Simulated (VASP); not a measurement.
# K (Fm-3m) in VASP: a series of runs

The runs below take K through single point, relaxation of cell and atoms, with PBEsol.

All numbers are computed with VASP 6.6.1; they aren't measurements. Logs are shortened: lines on timing, memory, paths and dates and some standing lists are left out, and cuts for length are marked.

### 1 The cell of the first run

The structure is cubic, space group Fm-3m (No. 225). The conventional cell has a = 6.966 Å, b = 6.966 Å, c = 6.966 Å, α = 90.00°, β = 90.00°, γ = 90.00°.

This isn't the form of K at room conditions, which is bcc.

### 2 Single point, PBEsol (strained)

The input, INCAR:

```
SYSTEM = K
ALGO     = Normal         ! electronic algorithm
EDIFF    = 1E-7           ! SCF threshold, eV
ENCUT    = 520            ! plane-wave cutoff, eV
GGA      = PS             ! functional
ISIF     = 2              ! what is computed and relaxed
ISMEAR   = 0              ! smearing method
LASPH    = .True.         ! aspherical terms in the spheres
LCHARG   = .False.        ! write CHGCAR
LREAL    = .False.        ! projectors in reciprocal space
LWAVE    = .False.        ! write WAVECAR
NBANDS   = 10             ! bands
NELM     = 60             ! most SCF steps
PREC     = Accurate       ! precision mode
SIGMA    = 0.1            ! smearing width, eV
```

The input, KPOINTS:

```
k-points
0
Gamma
  12 12 12
  0 0 0
```

The input, POSCAR:

```
K
1.0
    0.0000000000      3.4828089283      3.4828089283
    3.4828089283      0.0000000000      3.4828089283
    3.4828089283      3.4828089283      0.0000000000
K
1
Direct
    0.0000000000      0.0000000000      0.0000000000
```

Potentials or basis: VASP PAW PBE potentials, release 64 (K_sv).

Started as:

```sh
$ cat potpaw_PBE.64/K_sv/POTCAR > POTCAR
$ mpirun -np 1 vasp_std > vasp.out
```

OUTCAR:

```text
SYSTEM = K
   EDIFF = 1E-7
   ENCUT = 520
   GGA = PS
   ISIF = 2
   ISMEAR = 0
   LASPH = .True.
   LREAL = .False.
   NELM = 60
   PREC = Accurate

 ion  position               nearest neighbor table
   1  0.000  0.000  0.000-

  LATTYP: Found a face centered cubic cell.
 ALAT       =     6.9656178566

  Lattice vectors:

 A1 = (   0.0000000000,   3.4828089283,   3.4828089283)
 A2 = (   3.4828089283,   0.0000000000,   3.4828089283)
 A3 = (   3.4828089283,   3.4828089283,   0.0000000000)

Analysis of symmetry for initial positions (statically):
=====================================================================
 Subroutine PRICEL returns:
 Original cell was already a primitive cell.

 Routine SETGRP: Setting up the symmetry group for a
 face centered cubic supercell.

 Subroutine GETGRP returns: Found 48 space group operations
 (whereof 48 operations were pure point group operations)
 out of a pool of 48 trial point group operations.

The static configuration has the point symmetry O_h .

Analysis of symmetry for dynamics (positions and initial velocities):
=====================================================================
 Subroutine PRICEL returns:
 Original cell was already a primitive cell.

 Routine SETGRP: Setting up the symmetry group for a
 face centered cubic supercell.

 Subroutine GETGRP returns: Found 48 space group operations
 (whereof 48 operations were pure point group operations)
 out of a pool of 48 trial point group operations.

The dynamic configuration has the point symmetry O_h .

 Subroutine INISYM returns: Found 48 space group operations
 (whereof 48 operations are pure point group operations),
 and found     1 'primitive' translations

----------------------------------------------------------------------------------------

                                     Primitive cell

  volume of cell :      84.4927

  direct lattice vectors                    reciprocal lattice vectors
     0.000000000  3.482808928  3.482808928    -0.143562283  0.143562283  0.143562283
     3.482808928  0.000000000  3.482808928     0.143562283 -0.143562283  0.143562283
     3.482808928  3.482808928  0.000000000     0.143562283  0.143562283 -0.143562283

  length of vectors
     4.925435622  4.925435622  4.925435622     0.248657168  0.248657168  0.248657168

  position of ions in fractional coordinates (direct lattice)
     0.000000000  0.000000000  0.000000000

  ion indices of the primitive-cell ions
   primitive index   ion index
                 1           1

----------------------------------------------------------------------------------------

 KPOINTS: k-points

Automatic generation of k-mesh.
 Grid dimensions read from file:
 generate k-points for:   12   12   12

 Generating k-lattice:

  Cartesian coordinates                     Fractional coordinates (reciprocal lattice)
    -0.011963524  0.011963524  0.011963524     0.083333333  0.000000000  0.000000000
     0.011963524 -0.011963524  0.011963524     0.000000000  0.083333333  0.000000000
     0.011963524  0.011963524 -0.011963524     0.000000000  0.000000000  0.083333333

  Length of vectors
     0.020721431  0.020721431  0.020721431

  Shift w.r.t. Gamma in fractional coordinates (k-lattice)
     0.000000000  0.000000000  0.000000000

 Subroutine IBZKPT returns following result:
 ===========================================

 Found     72 irreducible k-points:

 Following reciprocal coordinates:
            Coordinates               Weight
  0.000000  0.000000  0.000000      1.000000
  0.083333  0.000000  0.000000      8.000000
  0.166667  0.000000  0.000000      8.000000
  0.250000  0.000000  0.000000      8.000000
  0.333333  0.000000  0.000000      8.000000
  0.416667  0.000000  0.000000      8.000000
[... 16 lines left out ...]
  0.500000  0.166667  0.000000     24.000000
 -0.416667  0.166667  0.000000     24.000000
 [... further k-points ...]
   k-points           NKPTS =     72   k-points in BZ     NKDIM =     72   number of bands    NBANDS=     10
   number of dos      NEDOS =    301   number of ions     NIONS =      1
   total plane-waves  NPLWV =  64000
   dimension x,y,z NGX =    40 NGY =   40 NGZ =   40
   dimension x,y,z NGXF=    80 NGYF=   80 NGZF=   80
   ions per type =               1
   NGX,Y,Z   is equivalent  to a cutoff of  13.50, 13.50, 13.50 a.u.
   NGXF,Y,Z  is equivalent  to a cutoff of  27.00, 27.00, 27.00 a.u.
 SYSTEM =  K
   PREC   = accura    normal or accurate (medium, high low for compatibility)
   ISTART =      0    job   : 0-new  1-cont  2-samecut
   ICHARG =      2    charge: 1-file 2-atom 10-const
   ISPIN  =      1    spin polarized calculation?
   LNONCOLLINEAR =      F non collinear calculations
   LSORBIT =      F    spin-orbit coupling
   LASPH  =      T    aspherical Exc in radial PAW
   ENCUT  =  520.0 eV  38.22 Ry    6.18 a.u.   9.16  9.16  9.16*2*pi/ulx,y,z
   NELM   =     60;   NELMIN=  2; NELMDL= -5     # of ELM steps
[... 61 lines left out ...]
      4     -16.0464      2.00000
      5      -2.4067      2.00000
      6       3.6351      0.00000
      7       3.6351      0.00000
      8       3.6351      0.00000
      9       4.7957      0.00000
     10       4.7957      0.00000

 k-point     2 :       0.0833    0.0000    0.0000
  band No.  band energies     occupation
      1     -32.5291      2.00000
      2     -16.0491      2.00000
      3     -16.0468      2.00000
      4     -16.0468      2.00000
      5      -2.3337      2.00000
      6       3.4069      0.00000
      7       3.6620      0.00000
      8       3.6620      0.00000
      9       4.7237      0.00000
     10       4.7237      0.00000

 k-point     3 :       0.1667    0.0000    0.0000
  band No.  band energies     occupation
      1     -32.5288      2.00000
      2     -16.0565      2.00000
      3     -16.0478      2.00000
      4     -16.0478      2.00000
      5      -2.1170      2.00000
      6       2.8684      0.00000
      7       3.7070      0.00000
      8       3.7070      0.00000
      9       4.6129      0.00000
     10       4.6129      0.00000

 k-point     4 :       0.2500    0.0000    0.0000
  band No.  band energies     occupation
      1     -32.5283      2.00000
      2     -16.0666      2.00000
      3     -16.0493      2.00000
      4     -16.0493      2.00000
      5      -1.7643      2.00000
      6       2.1910      0.00000
      7       3.6775      0.00000
      8       3.6775      0.00000
      9       4.6607      0.00000
     10       4.6607      0.00000

 k-point     5 :       0.3333    0.0000    0.0000
  band No.  band energies     occupation
      1     -32.5278      2.00000
      2     -16.0767      2.00000
      3     -16.0507      2.00000
      4     -16.0507      2.00000
      5      -1.2879      2.00000
      6       1.4534      0.00000
      7       3.5696      0.00000
      8       3.5696      0.00000
      9       4.9214      0.00000
     10       4.9215      0.00000

 k-point     6 :       0.4167    0.0000    0.0000
  band No.  band energies     occupation
      1     -32.5275      2.00000
      2     -16.0840      2.00000
      3     -16.0518      2.00000
      4     -16.0518      2.00000
      5      -0.7065      1.99968
      6       0.7042      0.00000
      7       3.4719      0.00000
      8       3.4719      0.00000
      9       5.2342      0.00000
     10       5.2891      0.00000
[... 183 lines left out ...]
 k-point    21 :       0.3333    0.1667    0.0000
  band No.  band energies     occupation
      1     -32.5278      2.00000
      2     -16.0710      2.00000
      3     -16.0536      2.00000
      4     -16.0535      2.00000
      5      -1.3744      2.00000
      6       2.0310      0.00000
      7       3.0660      0.00000
      8       3.6365      0.00000
      9       4.1187      0.00000
     10       5.1776      0.00000

 k-point    22 :       0.4167    0.1667    0.0000
  band No.  band energies     occupation
      1     -32.5274      2.00000
      2     -16.0783      2.00000
      3     -16.0559      2.00000
      4     -16.0544      2.00000
      5      -0.8688      2.00000
      6       1.3521      0.00000
      7       2.8600      0.00000
      8       3.5823      0.00000
      9       4.3073      0.00000
     10       5.3982      0.00000

 k-point    23 :       0.5000    0.1667    0.0000
  band No.  band energies     occupation
      1     -32.5272      2.00000
      2     -16.0826      2.00000
      3     -16.0581      2.00000
      4     -16.0545      2.00000
      5      -0.2657      0.00844
      6       0.6432      0.00000
      7       2.7248      0.00000
      8       3.5429      0.00000
      9       4.4011      0.00000
     10       5.4591      0.00000

 k-point    24 :      -0.4167    0.1667    0.0000
  band No.  band energies     occupation
      1     -32.5272      2.00000
      2     -16.0830      2.00000
      3     -16.0594      2.00000
      4     -16.0537      2.00000
      5      -0.0500      0.00000
      6       0.4152      0.00000
      7       2.6377      0.00000
      8       3.5567      0.00000
      9       4.5574      0.00000
     10       5.2392      0.00000

 [... further k-points ...]

------------------------ aborting loop because EDIFF is reached ----------------------------------------

  FORCE on cell =-STRESS in cart. coord.  units (eV):
  Direction    XX          YY          ZZ          XY          YZ          ZX
  --------------------------------------------------------------------------------------
  -------------------------------------------------------------------------------------
  Total       -0.2482702     -0.2482702     -0.2482702     -0.0000000      0.0000000     -0.0000000
  in kB       -4.7077810     -4.7077810     -4.7077810     -0.0000000      0.0000000     -0.0000000
  external PRESSURE =      -4.7077810 kB  Pullay stress =       0.0000000 kB

 VOLUME and BASIS-vectors are now :
 -----------------------------------------------------------------------------
  energy-cutoff  :      520.00
  volume of cell :       84.49
      direct lattice vectors                 reciprocal lattice vectors
     0.000000000  3.482808928  3.482808928    -0.143562283  0.143562283  0.143562283
     3.482808928  0.000000000  3.482808928     0.143562283 -0.143562283  0.143562283
     3.482808928  3.482808928  0.000000000     0.143562283  0.143562283 -0.143562283

 POSITION                                       TOTAL-FORCE (eV/Angst)
 -----------------------------------------------------------------------------------
      0.00000      0.00000      0.00000        -0.000000     -0.000000      0.000000
 -----------------------------------------------------------------------------------
    total drift:                               -0.000000     -0.000000     -0.000000

  FREE ENERGIE OF THE ION-ELECTRON SYSTEM (eV)
  ---------------------------------------------------
  free  energy   TOTEN  =        -1.1142774730 eV

  energy  without entropy=       -1.1102521420  energy(sigma->0) =       -1.11226481
```

It took 31 s on 1 thread of AMD EPYC 9R45 (Zen 5), shared host; peak memory 0.22 GiB.

Results:

```
Free energy            : -1.1143 eV
Pressure               : -0.5 GPa
Band gap on the k mesh : zero (an odd number of electrons rules out a gap without spin polarisation)
```

Levels at points of the mesh, in eV from the Fermi level:
| k point | band 1 | band 2 | band 3 | band 4 | band 5 | band 6 | band 7 | band 8 | band 9 | band 10 |
| --- | --- | --- | --- | --- | --- | --- | --- | --- | --- | --- |
| (0.00, 0.00, 0.00) | -32.08 | -15.59 | -15.59 | -15.59 | -1.95 | 4.09 | 4.09 | 4.09 | 5.25 | 5.25 |
| (0.50, 0.00, 0.00) | -32.08 | -15.63 | -15.60 | -15.60 | 0.33 | 0.52 | 3.89 | 3.89 | 5.68 | 5.97 |
| (0.50, 0.50, 0.00) | -32.07 | -15.63 | -15.61 | -15.61 | 0.95 | 1.25 | 2.35 | 4.46 | 4.46 | 4.96 |

Caveat: the cell differs from its parent crystal (strained); the PAW data sets were made with another functional, which shifts forces and pressure a little.

### 3 Single point, PBEsol (strained)

The input, INCAR:

```
PREC     = Accurate       # precision mode
ENCUT    = 520            # plane-wave cutoff, eV
EDIFF    = 1E-6           # SCF threshold, eV
ISMEAR   = 0              # smearing method
SIGMA    = 0.1            # smearing width, eV
LREAL    = F              # projectors in reciprocal space
LASPH    = T              # aspherical terms in the spheres
NELM     = 80             # most SCF steps
ALGO     = Normal         # electronic algorithm
ISIF     = 2              # what is computed and relaxed
LWAVE    = F              # write WAVECAR
LCHARG   = T              # write CHGCAR
GGA      = PS             # functional
LELF     = T              # ELF
LVHAR    = T            
NBANDS   = 10             # bands
```

The input, KPOINTS:

```
regular mesh
0
Gamma
  12 12 12
```

The input, POSCAR:

```
K
1.0
    0.0000000000      3.5353829569      3.5353829569
    3.5353829569      0.0000000000      3.5353829569
    3.5353829569      3.5353829569      0.0000000000
K
1
Direct
    0.0000000000      0.0000000000      0.0000000000
```

Potentials or basis: VASP PAW PBE potentials, release 64 (K_sv).

Started as:

```sh
$ cat potpaw_PBE.64/K_sv/POTCAR > POTCAR
$ mpirun -np 1 vasp_std > vasp.out
```

It took 29 s on 1 thread of AMD EPYC 9R45 (Zen 5), shared host; peak memory 0.23 GiB.

The run converged. Its results:

| Property | Result |
| --- | --- |
| Free energy | -1.1022 eV |
| Pressure | -0.5 GPa |
| Band gap on the k mesh | zero (an odd number of electrons rules out a gap without spin polarisation) |

Levels at points of the mesh, in eV from the Fermi level:
```tsv
k point	band 1	band 2	band 3	band 4	band 5	band 6	band 7	band 8	band 9	band 10
(0.00, 0.00, 0.00)	-32.12	-15.63	-15.63	-15.63	-1.90	4.04	4.04	4.04	5.17	5.17
(0.50, 0.00, 0.00)	-32.11	-15.67	-15.64	-15.64	0.32	0.51	3.84	3.84	5.53	5.87
(0.50, 0.50, 0.00)	-32.11	-15.67	-15.65	-15.65	0.95	1.21	2.34	4.32	4.32	4.77
```

Caveat: the cell differs from its parent crystal (strained); the PAW data sets were made with another functional, which shifts forces and pressure a little.

### 4 Single point, PBEsol

This run uses another cell than the first one: it holds 4 atoms, not 1.

The input, INCAR:

```
ALGO = Fast
EDIFF = 1E-6
ENCUT = 520
GGA = PS
ISIF = 2
ISMEAR = 0
LASPH = True
LCHARG = False
LREAL = False
LWAVE = False
NBANDS = 26
NELM = 80
PREC = Accurate
SIGMA = 0.1
```

The input, KPOINTS:

```
k-points
0
Gamma
  8 8 8
```

The input, POSCAR:

```
K
1.0
    6.5792647332      0.0000000000      0.0000000000
    0.0000000000     -6.5792647332      0.0000000000
    0.0000000000      0.0000000000     -6.5792647332
K
4
Direct
    0.0000000000      0.5000000000      0.5000000000
    0.5000000000      0.0000000000      0.5000000000
    0.5000000000      0.5000000000      0.0000000000
    0.0000000000      0.0000000000      0.0000000000
```

Started as:

```sh
$ cat potpaw_PBE.64/K_sv/POTCAR > POTCAR
$ mpirun -np 1 vasp_std > vasp.out
```

Run time: 6.6 min. Hardware: 1 thread of Oxide Virtual Turin-like, shared host; peak memory 0.39 GiB.

It converged, with:

| Property | Result |
| --- | --- |
| Free energy | -4.5407 eV |
| Pressure | 0.0 GPa |
| Band gap on the k mesh | zero (bands 18 and 19 overlap by 1.25 eV) |

Levels at points of the mesh, in eV from the Fermi level:
| k point | band 15 | band 16 | band 17 | band 18 | band 19 | band 20 | band 21 | band 22 |
| --- | --- | --- | --- | --- | --- | --- | --- | --- |
| (0.00, 0.00, 0.00) | -15.49 | -15.49 | -2.22 | 0.89 | 0.89 | 0.89 | 1.40 | 1.40 |
| (0.50, 0.00, 0.00) | -15.51 | -15.51 | -1.25 | -1.25 | 1.41 | 1.41 | 1.73 | 1.73 |
| (0.50, 0.50, 0.00) | -15.50 | -15.50 | -0.37 | -0.37 | -0.37 | -0.37 | 2.18 | 2.18 |
| (0.50, 0.50, 0.50) | -15.50 | -15.50 | 0.31 | 0.31 | 0.31 | 0.31 | 0.55 | 0.55 |

Caveat: the PAW data sets were made with another functional, which shifts forces and pressure a little.

### 5 Relaxation of cell and atoms, PBEsol

This run uses another cell than the first one: it holds 4 atoms, not 1.

The input, INCAR:

```
SYSTEM = K
ALGO = Fast ; EDIFF = 1E-6
EDIFFG = -0.015 ; ENCUT = 600
GGA = PS ; IBRION = 2
ISIF = 3 ; ISMEAR = 0
LASPH = .TRUE. ; LCHARG = .FALSE.
LREAL = .FALSE. ; LWAVE = .FALSE.
NELM = 100 ; NSW = 80
PREC = Accurate ; SIGMA = 0.1
```

The input, KPOINTS:

```
k-points
0
G
  8 8 8
  0 0 0
```

POSCAR is that of step 4.

Started as:

```sh
$ cat potpaw_PBE.64/K_sv/POTCAR > POTCAR
$ mpirun -np 1 vasp_std > vasp.out
```

It took 6.2 min on 1 thread of Oxide Virtual Turin-like, shared host; peak memory 0.47 GiB.

The run converged. Its results:

- Free energy: -4.5408 eV
- Pressure after relaxing: 0.0 GPa
- Band gap on the k mesh: zero (bands 18 and 19 overlap by 1.25 eV)

Final structure:
```
CELL_PARAMETERS angstrom
6.57926 0.00000 0.00000
0.00000 -6.57926 0.00000
0.00000 0.00000 -6.57926
ATOMIC_POSITIONS crystal
K 0.00000 0.50000 0.50000
K 0.50000 0.00000 0.50000
K 0.50000 0.50000 0.00000
K 0.00000 0.00000 0.00000
```

Levels at points of the mesh, in eV from the Fermi level:
```tsv
k point	band 16	band 17	band 18	band 19	band 20	band 21
(0.00, 0.00, 0.00)	-15.49	-2.22	0.89	0.89	0.89	1.40
(0.50, 0.00, 0.00)	-15.51	-1.25	-1.25	1.41	1.41	1.73
(0.50, 0.50, 0.00)	-15.50	-0.37	-0.37	-0.37	-0.37	2.18
(0.50, 0.50, 0.50)	-15.50	0.31	0.31	0.32	0.36	0.55
```

Caveat: the relaxation stopped at its first step, so nothing moved; the PAW data sets were made with another functional, which shifts forces and pressure a little.

### 6 The runs side by side

```csv
task,cell,k mesh,cutoff (eV),gap on the mesh (eV),pressure (GPa)
single point,"a = 4.925 Å, angles 60.0°, 1 atom, atomic positions A",12 × 12 × 12,520,none,-0.5
single point,"a = 5.000 Å, angles 60.0°, 1 atom, atomic positions A",12 × 12 × 12,520,none,-0.5
single point,"a = 6.579 Å, 4 atoms, atomic positions B",8 × 8 × 8,520,none,0.0
relaxation of cell and atoms,"relaxed from a = 6.579 Å, 4 atoms, atomic positions B",8 × 8 × 8,600,none,0.0
```

Alike in all rows: level PBEsol; potentials or basis VASP PAW PBE potentials, release 64 (K_sv); no spin polarisation; smearing gaussian 0.1 eV.

Caveats: the PAW data sets were made with another functional, which shifts forces and pressure a little; the relaxation stopped at its first step, so nothing moved (at least some runs).

Absolute energies hang on the potentials; compare differences alone.
